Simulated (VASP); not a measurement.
# TaN (P6_3mc) in VASP: notebook

TaN is run at these levels: PBE; tasks: single point.

All numbers are computed with VASP 6.6.1; they aren't measurements. Logs are shortened: lines on timing, memory, paths and dates and some standing lists are left out, and cuts for length are marked.

**1. The cell of the first run**

It takes space group P6_3mc (No. 186, hexagonal). The conventional cell has a = 3.027 Å, b = 3.027 Å, c = 6.351 Å, α = 90.00°, β = 90.00°, γ = 120.00°. Within 2.7 Å of Ta (site symmetry 3m) lie 4 N at 2.06 to 2.07 Å. Within 2.7 Å of N (site symmetry 3m) lie 4 Ta at 2.06 to 2.07 Å.

**2. Single point, PBE (12.60 Å³/atom)**

INCAR

```
PREC = Accurate
ENCUT = 520
EDIFF = 1E-6
ISMEAR = 0
SIGMA = 0.15
LREAL = F
LASPH = T
NELM = 80
ALGO = Normal
ISIF = 2
LWAVE = F
LCHARG = F
GGA = PE
NBANDS = 24
```

KPOINTS

```
Automatic mesh
0
Gamma
  18 18 8
```

POSCAR

```
TaN
1.0
    3.0271166919      0.0000000000      0.0000000000
   -1.5135583460      2.6215599554      0.0000000000
    0.0000000000      0.0000000000      6.3514962429
Ta N
2 2
Direct
    0.3333333333      0.6666666667      0.0304880884
    0.6666666667      0.3333333333      0.5304880884
    0.3333333333      0.6666666667      0.3545119116
    0.6666666667      0.3333333333      0.8545119116
```

Potentials or basis: VASP PAW PBE potentials, release 64 (Ta_pv, N).

Launch:

```sh
> cat potpaw_PBE.64/Ta_pv/POTCAR potpaw_PBE.64/N/POTCAR > POTCAR
> mpirun -np 1 vasp_std > vasp.out
```

OUTCAR:

```text
PREC = Accurate
   ENCUT = 520
   EDIFF = 1E-6
   ISMEAR = 0
   LREAL = F
   LASPH = T
   NELM = 80
   ISIF = 2
   GGA = PE

 ion  position               nearest neighbor table
   1  0.333  0.667  0.030-   3 2.06   4 2.07   4 2.07   4 2.07
   2  0.667  0.333  0.530-   4 2.06   3 2.07   3 2.07   3 2.07
   3  0.333  0.667  0.355-   1 2.06   2 2.07   2 2.07   2 2.07
   4  0.667  0.333  0.855-   2 2.06   1 2.07   1 2.07   1 2.07

  LATTYP: Found a hexagonal cell.
 ALAT       =     3.0271166919
 C/A-ratio  =     2.0982000000

  Lattice vectors:

 A1 = (   3.0271166919,   0.0000000000,   0.0000000000)
 A2 = (  -1.5135583460,   2.6215599554,   0.0000000000)
 A3 = (   0.0000000000,   0.0000000000,   6.3514962429)

Analysis of symmetry for initial positions (statically):
=====================================================================
 Subroutine PRICEL returns:
 Original cell was already a primitive cell.

 Routine SETGRP: Setting up the symmetry group for a
 hexagonal supercell.

 Subroutine GETGRP returns: Found 12 space group operations
 (whereof  6 operations were pure point group operations)
 out of a pool of 24 trial point group operations.

The static configuration has the point symmetry C_3v.
 The point group associated with its full space group is C_6v.

Analysis of symmetry for dynamics (positions and initial velocities):
=====================================================================
 Subroutine PRICEL returns:
 Original cell was already a primitive cell.

 Routine SETGRP: Setting up the symmetry group for a
 hexagonal supercell.

 Subroutine GETGRP returns: Found 12 space group operations
 (whereof  6 operations were pure point group operations)
 out of a pool of 24 trial point group operations.

The dynamic configuration has the point symmetry C_3v.
 The point group associated with its full space group is C_6v.

 Subroutine INISYM returns: Found 12 space group operations
 (whereof  6 operations are pure point group operations),
 and found     1 'primitive' translations

----------------------------------------------------------------------------------------

                                     Primitive cell

  volume of cell :      50.4040

  direct lattice vectors                    reciprocal lattice vectors
     3.027116692  0.000000000  0.000000000     0.330347357  0.190726136  0.000000000
    -1.513558346  2.621559955  0.000000000     0.000000000  0.381452272  0.000000000
     0.000000000  0.000000000  6.351496243     0.000000000  0.000000000  0.157443217

  length of vectors
     3.027116692  3.027116692  6.351496243     0.381452272  0.381452272  0.157443217

  position of ions in fractional coordinates (direct lattice)
     0.333333333  0.666666667  0.030488088
     0.666666667  0.333333333  0.530488088
     0.333333333  0.666666667  0.354511912
     0.666666667  0.333333333  0.854511912

  ion indices of the primitive-cell ions
   primitive index   ion index
                 1           1
                 2           2
                 3           3
                 4           4

----------------------------------------------------------------------------------------

 KPOINTS: Automatic mesh

Automatic generation of k-mesh.
 Grid dimensions read from file:
 generate k-points for:   18   18    8

 Generating k-lattice:

  Cartesian coordinates                     Fractional coordinates (reciprocal lattice)
     0.018352631  0.010595896  0.000000000     0.055555556  0.000000000  0.000000000
     0.000000000  0.021191793  0.000000000     0.000000000  0.055555556  0.000000000
     0.000000000  0.000000000  0.019680402     0.000000000  0.000000000  0.125000000

  Length of vectors
     0.021191793  0.021191793  0.019680402

  Shift w.r.t. Gamma in fractional coordinates (k-lattice)
     0.000000000  0.000000000  0.000000000

 Subroutine IBZKPT returns following result:
 ===========================================

 Found    185 irreducible k-points:

 Following reciprocal coordinates:
            Coordinates               Weight
  0.000000  0.000000  0.000000      1.000000
  0.055556  0.000000  0.000000      6.000000
  0.111111  0.000000  0.000000      6.000000
  0.166667 -0.000000  0.000000      6.000000
  0.222222 -0.000000  0.000000      6.000000
  0.277778 -0.000000  0.000000      6.000000
[... 16 lines left out ...]
  0.333333  0.111111  0.000000     12.000000
  0.388889  0.111111  0.000000     12.000000
 [... further k-points ...]
   k-points           NKPTS =    185   k-points in BZ     NKDIM =    185   number of bands    NBANDS=     24
   number of dos      NEDOS =    301   number of ions     NIONS =      4
   total plane-waves  NPLWV =  27648
   dimension x,y,z NGX =    24 NGY =   24 NGZ =   48
   dimension x,y,z NGXF=    48 NGYF=   48 NGZF=   96
   ions per type =               2   2
   NGX,Y,Z   is equivalent  to a cutoff of  13.18, 13.18, 12.56 a.u.
   NGXF,Y,Z  is equivalent  to a cutoff of  26.36, 26.36, 25.13 a.u.
 SYSTEM =  unknown system
   PREC   = accura    normal or accurate (medium, high low for compatibility)
   ISTART =      0    job   : 0-new  1-cont  2-samecut
   ICHARG =      2    charge: 1-file 2-atom 10-const
   ISPIN  =      1    spin polarized calculation?
   LNONCOLLINEAR =      F non collinear calculations
   LSORBIT =      F    spin-orbit coupling
   LASPH  =      T    aspherical Exc in radial PAW
   ENCUT  =  520.0 eV  38.22 Ry    6.18 a.u.   5.63  5.63 11.81*2*pi/ulx,y,z
   NELM   =     80;   NELMIN=  2; NELMDL= -5     # of ELM steps
   EDIFF  = 0.1E-05   stopping-criterion for ELM
   LREAL  =      F    real-space projection
   EDIFFG = 0.1E-04   stopping-criterion for IOM
   NSW    =      0    number of steps for IOM
   IBRION =     -1    ionic relax: 0-MD 1-quasi-New 2-CG
   NFREE  =      0    steps in history (QN), initial steepest desc. (CG)
   ISIF   =      2    stress and relaxation
   ISYM   =      2    0-nonsym 1-usesym 2-fastsym
   POTIM  = 0.5000    time-step for ionic-motion
   TEBEG  =    0.0;   TEEND  =   0.0 temperature during run
   PSTRESS=    0.0 pullay stress
   NELECT =      32.0000    total number of electrons
   NUPDOWN=      -1.0000    fix difference up-down
   EMIN   =  10.00;   EMAX   =-10.00  energy-range for DOS
   EFERMI =   0.00;   METHOD = LEGACY
   ISMEAR =     0;   SIGMA  =   0.15  broadening in eV -4-tet -1-fermi 0-gaus
   EFERMI_NEDOS =   21; number of points for ismear=-14 and -15
   IALGO  =     38    algorithm
   IMIX   =      4    mixing-type and parameters
     AMIX     =   0.40;   BMIX     =  1.00
     AMIX_MAG =   1.60;   BMIX_MAG =  1.00
  volume/ion in A,a.u.               =      12.60        85.04
  Fermi-wavevector in a.u.,A,eV,Ry     =   1.407029  2.658900 26.935883  1.979732
  Thomas-Fermi vector in A             =   2.529330
   LORBIT       =      0    0 simple, 1 ext, 2 COOP (PROOUT), +10 PAW based schemes
   GGA     = PE    functional components
   LHFCALC =     F    Hartree Fock is set to
   AEXX    =    0.0000 exact exchange contribution
   IVDW    =     0    specifies the selected vdW correction
   LEPSILON=     F    determine dielectric tensor
   LRPA    =     F    only Hartree local field effects (RPA)
 non-spin polarized calculation
 Gauss-broadening in eV      SIGMA  =   0.15
  energy-cutoff  :      520.00
  volume of cell :       50.40
 maximum number of plane-waves:      1380
 NGX is ok and might be reduce to    24
   NGX = 11   NGY = 11   NGZ = 23

 number of electron      31.9999992 magnetization

 Free energy of the ion-electron system (eV)
  ---------------------------------------------------
  ext. energy  EPLUGINS =         0.00000000
  ---------------------------------------------------
  free energy    TOTEN  =       -43.07915434 eV

  energy without entropy =      -43.06656544  energy(sigma->0) =      -43.07285989

 E-fermi :   6.6124     XC(G=0): -12.3245

 val. band max:        6.6062802742   @ k =   0.3333   0.2778   0.1250
 cond. band min:       6.6212608402   @ k =   0.2778   0.2778   0.1250
 fundamental gap:      0.0149805660
 Fermi energy:         6.6123582537

 k-point     1 :       0.0000    0.0000    0.0000
  band No.  band energies     occupation
      1     -28.7495      2.00000
      2     -28.4652      2.00000
      3     -28.1078      2.00000
      4     -28.1078      2.00000
      5     -28.0892      2.00000
      6     -28.0892      2.00000
[... 16 lines left out ...]
     23      12.1868      0.00000
     24      13.2013      0.00000

 k-point     2 :       0.0556    0.0000    0.0000
  band No.  band energies     occupation
      1     -28.7438      2.00000
      2     -28.4632      2.00000
      3     -28.1322      2.00000
      4     -28.1142      2.00000
      5     -28.1135      2.00000
      6     -28.0943      2.00000
[... 16 lines left out ...]
     23      12.3873      0.00000
     24      12.9283      0.00000

 k-point     3 :       0.1111    0.0000    0.0000
  band No.  band energies     occupation
      1     -28.7273      2.00000
      2     -28.4577      2.00000
      3     -28.2019      2.00000
      4     -28.1853      2.00000
      5     -28.1298      2.00000
      6     -28.1092      2.00000
[... 16 lines left out ...]
     23      12.6363      0.00000
     24      12.9275      0.00000

 k-point     4 :       0.1667   -0.0000    0.0000
  band No.  band energies     occupation
      1     -28.7022      2.00000
      2     -28.4506      2.00000
      3     -28.3067      2.00000
      4     -28.2914      2.00000
      5     -28.1546      2.00000
      6     -28.1320      2.00000
[... 16 lines left out ...]
     23      12.4420      0.00000
     24      13.6577      0.00000

 k-point     5 :       0.2222   -0.0000    0.0000
  band No.  band energies     occupation
      1     -28.6728      2.00000
      2     -28.4579      2.00000
      3     -28.4278      2.00000
      4     -28.4062      2.00000
      5     -28.1847      2.00000
      6     -28.1599      2.00000
[... 451 lines left out ...]
 k-point    22 :       0.2778    0.1111    0.0000
  band No.  band energies     occupation
      1     -28.7118      2.00000
      2     -28.6857      2.00000
      3     -28.5543      2.00000
      4     -28.4183      2.00000
      5     -28.2912      2.00000
      6     -28.2646      2.00000
[... 16 lines left out ...]
     23      13.0203      0.00000
     24      13.5903      0.00000

 k-point    23 :       0.3333    0.1111    0.0000
  band No.  band energies     occupation
      1     -28.7906      2.00000
      2     -28.7676      2.00000
      3     -28.5304      2.00000
      4     -28.4179      2.00000
      5     -28.3222      2.00000
      6     -28.2935      2.00000
[... 16 lines left out ...]
     23      12.8499      0.00000
     24      13.4088      0.00000

 k-point    24 :       0.3889    0.1111    0.0000
  band No.  band energies     occupation
      1     -28.8447      2.00000
      2     -28.8207      2.00000
      3     -28.5086      2.00000
      4     -28.4204      2.00000
      5     -28.3423      2.00000
      6     -28.3124      2.00000
[... 16 lines left out ...]
     23      12.3940      0.00000
     24      13.3341      0.00000

 [... further k-points ...]
[... 5 lines left out ...]
  --------------------------------------------------------------------------------------
  -------------------------------------------------------------------------------------
  Total        5.7583517      5.7583517     -3.4561113     -0.0000000      0.0000000      0.0000000
  in kB      183.0390568    183.0390568   -109.8584064     -0.0000000      0.0000000      0.0000000
  external PRESSURE =      85.4065691 kB  Pullay stress =       0.0000000 kB

 VOLUME and BASIS-vectors are now :
 -----------------------------------------------------------------------------
  energy-cutoff  :      520.00
  volume of cell :       50.40
      direct lattice vectors                 reciprocal lattice vectors
     3.027116692  0.000000000  0.000000000     0.330347357  0.190726136  0.000000000
    -1.513558346  2.621559955  0.000000000     0.000000000  0.381452272  0.000000000
     0.000000000  0.000000000  6.351496243     0.000000000  0.000000000  0.157443217

 POSITION                                       TOTAL-FORCE (eV/Angst)
 -----------------------------------------------------------------------------------
     -0.00000      1.74771      0.19364        -0.000000     -0.000000      1.385717
      1.51356      0.87385      3.36939         0.000000      0.000000      1.385717
     -0.00000      1.74771      2.25168        -0.000000      0.000000     -1.385717
      1.51356      0.87385      5.42743         0.000000     -0.000000     -1.385717
 -----------------------------------------------------------------------------------
    total drift:                               -0.000000      0.000000      0.000090

  FREE ENERGIE OF THE ION-ELECTRON SYSTEM (eV)
  ---------------------------------------------------
  free  energy   TOTEN  =       -43.0791543366 eV

  energy  without entropy=      -43.0665654362  energy(sigma->0) =      -43.07285989
```

Wall time 3.1 min (1 thread of Intel Xeon 8259CL, shared host); peak memory 0.32 GiB.

Results:

| Quantity | Value |
| --- | --- |
| Free energy | -43.0792 eV |
| Pressure | 8.5 GPa |
| Largest force | 1.386 eV/Å |
| Band gap on the k mesh | zero (bands 16 and 17 overlap by 0.09 eV) |

Forces in eV/Å, atoms in the order of the input:
```
Ta   0.000  0.000  1.386
Ta   0.000  0.000  1.386
N    0.000  0.000 -1.386
N    0.000  0.000 -1.386
```

Levels at points of the mesh, in eV from the Fermi level:
```csv
k point,band 14,band 15,band 16,band 17,band 18,band 19
"(0.00, 0.00, 0.00)",-4.19,-0.87,-0.42,0.58,0.58,2.33
"(0.50, 0.00, 0.00)",-3.46,-2.29,-0.43,0.96,2.21,3.15
"(0.00, 0.00, 0.50)",-4.56,0.01,0.01,1.25,1.25,1.25
"(0.50, 0.00, 0.50)",-4.40,-1.08,-1.08,1.42,1.42,4.01
```

Caveat: the cell stands under pressure; spin-orbit coupling is left out, which moves the levels of the heavy elements; forces of over 1 eV/Å act on the atoms, so gaps and moduli don't describe the material at rest.

**3. Single point, PBE (12.60 Å³/atom)**

INCAR

```
SYSTEM = TaN
PREC = Accurate
ENCUT = 520
EDIFF = 1E-6
ISMEAR = 0
SIGMA = 0.15
LREAL = .False.
LASPH = .True.
NELM = 60
ALGO = Normal
ISIF = 2
LWAVE = .False.
LCHARG = .False.
GGA = PE
NBANDS = 24
```

KPOINTS

```
regular mesh
0
Gamma
  18 18 8
  0 0 0
```

POSCAR

```
TaN
1.0
    3.1093193448      0.0000000000      0.0000000000
   -1.5546596724      2.6927495410      0.0000000000
    0.0000000000      0.0000000000      6.0201001124
Ta N
2 2
Direct
    0.3333333333      0.6666666667      0.0304880884
    0.6666666667      0.3333333333      0.5304880884
    0.3333333333      0.6666666667      0.3545119116
    0.6666666667      0.3333333333      0.8545119116
```

Potentials or basis: VASP PAW PBE potentials, release 64 (Ta_pv, N).

Launch:

```sh
> cat potpaw_PBE.64/Ta_pv/POTCAR potpaw_PBE.64/N/POTCAR > POTCAR
> mpirun -np 1 vasp_std > vasp.out
```

OUTCAR:

```text
SYSTEM = TaN
   PREC = Accurate
   ENCUT = 520
   EDIFF = 1E-6
   ISMEAR = 0
   LREAL = .False.
   LASPH = .True.
   NELM = 60
   ISIF = 2
   GGA = PE

 ion  position               nearest neighbor table
   1  0.333  0.667  0.030-   3 1.95   4 2.08   4 2.08   4 2.08   2 3.50   2 3.50   2 3.50   2 3.50
                             2 3.50   2 3.50
   2  0.667  0.333  0.530-   4 1.95   3 2.08   3 2.08   3 2.08   1 3.50   1 3.50   1 3.50   1 3.50
                             1 3.50   1 3.50
   3  0.333  0.667  0.355-   1 1.95   2 2.08   2 2.08   2 2.08
   4  0.667  0.333  0.855-   2 1.95   1 2.08   1 2.08   1 2.08

[... 853 lines left out ...]
  -------------------------------------------------------------------------------------
  Total        3.3370627      3.3370627      4.8444506      0.0000000     -0.0000000     -0.0000000
  in kB      106.0742448    106.0742448    153.9891468      0.0000000     -0.0000000     -0.0000000
  external PRESSURE =     122.0458788 kB  Pullay stress =       0.0000000 kB

 VOLUME and BASIS-vectors are now :
 -----------------------------------------------------------------------------
  energy-cutoff  :      520.00
  volume of cell :       50.40
      direct lattice vectors                 reciprocal lattice vectors
     3.109319345  0.000000000  0.000000000     0.321613797  0.185683812  0.000000000
    -1.554659672  2.692749541  0.000000000     0.000000000  0.371367624  0.000000000
     0.000000000  0.000000000  6.020100112     0.000000000  0.000000000  0.166110194

 POSITION                                       TOTAL-FORCE (eV/Angst)
 -----------------------------------------------------------------------------------
     -0.00000      1.79517      0.18354        -0.000000     -0.000000     -0.084446
      1.55466      0.89758      3.19359        -0.000000      0.000000     -0.084446
     -0.00000      1.79517      2.13420        -0.000000     -0.000000      0.084446
      1.55466      0.89758      5.14425         0.000000      0.000000      0.084446
 -----------------------------------------------------------------------------------
    total drift:                               -0.000000      0.000000      0.000443

  FREE ENERGIE OF THE ION-ELECTRON SYSTEM (eV)
  ---------------------------------------------------
  free  energy   TOTEN  =       -43.2975152413 eV

  energy  without entropy=      -43.2885253856  energy(sigma->0) =      -43.29302031
```

stdout:

```text
POSCAR found type information on POSCAR TaN
 POSCAR found :  2 types and       4 ions
 scaLAPACK will be used
 LDA part: xc-table for (Slater+PW92), standard interpolation
 POSCAR, INCAR and KPOINTS ok, starting setup
 FFT: planning ... GRIDC
 FFT: planning ... GRID_SOFT
 FFT: planning ... GRID
 WAVECAR not read
 entering main loop
```

Wall time 3.1 min (1 thread of Intel Xeon 8259CL, shared host); peak memory 0.32 GiB.

What came out:

* Free energy: -43.2975 eV
* Pressure: 12.2 GPa
* Largest force: 0.084 eV/Å
* Band gap on the k mesh: zero (bands 16 and 17 overlap by 0.46 eV)

Forces on the atoms (eV/Å):
```
Ta   0.000  0.000 -0.084
Ta   0.000  0.000 -0.084
N    0.000  0.000  0.084
N    0.000  0.000  0.084
```

Levels at points of the mesh, in eV from the Fermi level:
```
           k point  band 12  band 13  band 14  band 15  band 16  band 17  band 18  band 19  band 20  band 21
(0.00, 0.00, 0.00)    -5.56    -4.66    -4.66    -0.79    -0.73     0.13     0.13     2.29     2.29     2.87
(0.50, 0.00, 0.00)    -5.79    -4.85    -3.78    -2.42    -0.48     1.23     2.25     2.77     3.56     4.09
(0.00, 0.00, 0.50)    -5.16    -5.16    -5.16     0.24     0.24     1.00     1.00     1.00     1.00     4.82
(0.50, 0.00, 0.50)    -5.60    -4.93    -4.93    -0.95    -0.95     1.55     1.55     3.45     3.45     4.78
```

Caveat: the cell stands under pressure; spin-orbit coupling is left out, which moves the levels of the heavy elements.

[end of part 1 of 2]
